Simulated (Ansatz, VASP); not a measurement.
## InAs in VASP and in Ansatz

File INCAR:

```
SYSTEM = InAs
ALGO = Normal ; EDIFF = 1E-7
ENCUT = 520 ; GGA = PE
ISIF = 2 ; ISMEAR = -1
LASPH = .TRUE. ; LCHARG = .FALSE.
LREAL = .FALSE. ; LWAVE = .FALSE.
NBANDS = 16 ; NELM = 60
PREC = Accurate ; SIGMA = 0.08
```

Contents of KPOINTS:

```
k-points
0
G
  10 10 10
  0 0 0
```

Contents of POSCAR:

```
InAs
1.0
    0.0000000000      3.0833091750      3.0833091750
    3.0833091750      0.0000000000      3.0833091750
    3.0833091750      3.0833091750      0.0000000000
In As
1 1
Direct
    0.0000000000      0.0000000000      0.0000000000
    0.7500000000      0.7500000000      0.7500000000
```

Input for Ansatz:

```yaml
crystal:
  lattice:
    - [0.0, 3.083309175, 3.083309175]
    - [3.083309175, 0.0, 3.083309175]
    - [3.083309175, 3.083309175, 0.0]
  atoms:
    - { symbol: In, position: [0.0, 0.0, 0.0] }
    - { symbol: As, position: [0.75, 0.75, 0.75] }
kpoints:
  mp_grid: { grid: [10, 10, 10] }
scf:
  occupations: { method: fermi_dirac, width: 0.08 }
hamiltonian:
  xc: pbe
  pseudopotentials: { kind: all_electron, lapw: { basis_error: 0.00025 } }
output:
  forces: true
  stress: true
  eigenvalues: true
```

Change from the starting cell: volume scaled by 1.06.

Alike in both runs: task single point; functional PBE; k mesh 10 × 10 × 10; occupations fermi-dirac, width 0.08 eV; no spin polarisation.

```csv
,VASP,Ansatz
version,VASP 6.6.1,Ansatz 0.2.0
potentials or method,"VASP PAW PBE potentials, release 64 (In_d, As), cutoff 520 eV","all-electron LAPW, scalar-relativistic"
```

```csv
,VASP,Ansatz,Ansatz less VASP
pressure (GPa),0.5,0.5,-0.04
```

Ansatz ran all-electron here, and VASP with PAW potentials.
